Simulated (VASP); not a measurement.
# Ga (Cmcm) in VASP: further runs, part 2 of 2

VASP 6.6.1.

## (3) Single point, LDA

File INCAR:

```
SYSTEM = Ga
PREC = Accurate
ENCUT = 520
EDIFF = 1E-6
ISMEAR = -1
SIGMA = 0.15
LREAL = .False.
LASPH = .True.
NELM = 100
ALGO = Fast
ISIF = 2
LWAVE = .False.
LCHARG = .False.
GGA = CA
NBANDS = 20
```

File KPOINTS:

```
Automatic mesh
0
Gamma
  16 16 14
  0 0 0
```

File POSCAR:

```
Ga
1.0
    1.3501914560     -3.9069783140      0.0000000000
    1.3501914560      3.9069783140      0.0000000000
    0.0000000000      0.0000000000      3.2869677089
Ga
2
Direct
    0.8663570316      0.1336429684      0.2500000000
    0.1336429684      0.8663570316      0.7500000000
```

Potentials or basis: VASP PAW LDA potentials, release 64 (Ga_d).

The run is started by

```sh
cat potpaw_LDA.64/Ga_d/POTCAR > POTCAR
mpirun -np 1 vasp_std > vasp.out
```

OUTCAR:

```text
SYSTEM = Ga
   PREC = Accurate
   ENCUT = 520
   EDIFF = 1E-6
   ISMEAR = -1
   LREAL = .False.
   LASPH = .True.
   NELM = 100
   ISIF = 2
   GGA = CA

 ion  position               nearest neighbor table
   1  0.866  0.134  0.250-   2 2.66   2 2.66   2 2.80   2 2.80   2 2.80   2 2.80
   2  0.134  0.866  0.750-   1 2.66   1 2.66   1 2.80   1 2.80   1 2.80   1 2.80

  LATTYP: Found a base centered orthorhombic cell.
 ALAT       =     2.7003829120
 B/A-ratio  =     2.8936476354
 C/A-ratio  =     1.2172228221

  Lattice vectors:

 A1 = (   1.3501914560,  -3.9069783140,   0.0000000000)
 A2 = (   1.3501914560,   3.9069783140,   0.0000000000)
 A3 = (   0.0000000000,   0.0000000000,   3.2869677089)

Analysis of symmetry for initial positions (statically):
=====================================================================
 Subroutine PRICEL returns:
 Original cell was already a primitive cell.

 Routine SETGRP: Setting up the symmetry group for a
 base centered orthorhombic supercell.

 Subroutine GETGRP returns: Found  8 space group operations
 (whereof  4 operations were pure point group operations)
 out of a pool of  8 trial point group operations.

The static configuration has the point symmetry C_2h.
 The point group associated with its full space group is D_2h.

Analysis of symmetry for dynamics (positions and initial velocities):
=====================================================================
 Subroutine PRICEL returns:
 Original cell was already a primitive cell.

 Routine SETGRP: Setting up the symmetry group for a
 base centered orthorhombic supercell.

 Subroutine GETGRP returns: Found  8 space group operations
 (whereof  4 operations were pure point group operations)
 out of a pool of  8 trial point group operations.

The dynamic configuration has the point symmetry C_2h.
 The point group associated with its full space group is D_2h.

 Subroutine INISYM returns: Found  8 space group operations
 (whereof  4 operations are pure point group operations),
[... 106 lines left out ...]
   PSTRESS=    0.0 pullay stress
   NELECT =      26.0000    total number of electrons
   NUPDOWN=      -1.0000    fix difference up-down
   EMIN   =  10.00;   EMAX   =-10.00  energy-range for DOS
   EFERMI =   0.00;   METHOD = LEGACY
   ISMEAR =    -1;   SIGMA  =   0.15  broadening in eV -4-tet -1-fermi 0-gaus
   EFERMI_NEDOS =   21; number of points for ismear=-14 and -15
   IALGO  =     68    algorithm
   IMIX   =      4    mixing-type and parameters
     AMIX     =   0.40;   BMIX     =  1.00
     AMIX_MAG =   1.60;   BMIX_MAG =  1.00
  volume/ion in A,a.u.               =      17.34       117.01
  Fermi-wavevector in a.u.,A,eV,Ry     =   1.487232  2.810461 30.094164  2.211859
  Thomas-Fermi vector in A             =   2.600418
   LORBIT       =      0    0 simple, 1 ext, 2 COOP (PROOUT), +10 PAW based schemes
   GGA     = CA    functional components
   LHFCALC =     F    Hartree Fock is set to
   AEXX    =    0.0000 exact exchange contribution
   IVDW    =     0    specifies the selected vdW correction
   LEPSILON=     F    determine dielectric tensor
   LRPA    =     F    only Hartree local field effects (RPA)
 non-spin polarized calculation
 RMM-DIIS sequential band-by-band and
  energy-cutoff  :      520.00
  volume of cell :       34.68
 maximum number of plane-waves:       949
   NGX = 15   NGY = 15   NGZ = 13

 number of electron      26.0000003 magnetization

 Free energy of the ion-electron system (eV)
  ---------------------------------------------------
  ext. energy  EPLUGINS =         0.00000000
  ---------------------------------------------------
  free energy    TOTEN  =        -7.19455422 eV

  energy without entropy =       -7.14666430  energy(sigma->0) =       -7.17060926

 E-fermi :   6.0873     XC(G=0): -11.7165

 val. band max:        6.0730384377   @ k =  -0.0625   0.0625   0.4286
 cond. band min:       6.1014573860   @ k =   0.3125   0.2500   0.4286
 fundamental gap:      0.0284189483
 Fermi energy:         6.0872682286

 k-point     1 :       0.0000    0.0000    0.0000
  band No.  band energies     occupation
      1      -9.2984      2.00000
      2      -9.2975      2.00000
      3      -9.2385      2.00000
      4      -9.2373      2.00000
      5      -8.9073      2.00000
      6      -8.9071      2.00000
[... 541 lines left out ...]
     19      17.4819      0.00000
     20      19.2540      0.00000

 [... further k-points ...]
[... 5 lines left out ...]
  --------------------------------------------------------------------------------------
  -------------------------------------------------------------------------------------
  Total        0.0334313      0.0339466      0.0260845      0.0000000     -0.0000000      0.0000000
  in kB        1.5445510      1.5683572      1.2051222      0.0000000     -0.0000000      0.0000000
  external PRESSURE =       1.4393435 kB  Pullay stress =       0.0000000 kB

 VOLUME and BASIS-vectors are now :
 -----------------------------------------------------------------------------
  energy-cutoff  :      520.00
  volume of cell :       34.68
      direct lattice vectors                 reciprocal lattice vectors
     1.350191456 -3.906978314  0.000000000     0.370317852 -0.127976139  0.000000000
     1.350191456  3.906978314  0.000000000     0.370317852  0.127976139  0.000000000
     0.000000000  0.000000000  3.286967709     0.000000000  0.000000000  0.304231769

 POSITION                                       TOTAL-FORCE (eV/Angst)
 -----------------------------------------------------------------------------------
      1.35019     -2.86270      0.82174         0.000000      0.000873     -0.000000
      1.35019      2.86270      2.46523         0.000000     -0.000873      0.000000
 -----------------------------------------------------------------------------------
    total drift:                                0.000000      0.000000     -0.000000

  FREE ENERGIE OF THE ION-ELECTRON SYSTEM (eV)
  ---------------------------------------------------
  free  energy   TOTEN  =        -7.1945542243 eV

  energy  without entropy=       -7.1466643033  energy(sigma->0) =       -7.17060926
```

Run time: 4.6 min. Hardware: 1 thread of Intel Xeon Platinum 8488C (Sapphire Rapids), shared host; peak memory 0.4 GiB.

Results:

```
Free energy            : -7.1946 eV
Pressure               : 0.1 GPa
Band gap on the k mesh : zero (band 13 reaches 10.18 eV, above the bottom of band 14 at 1.39 eV)
```
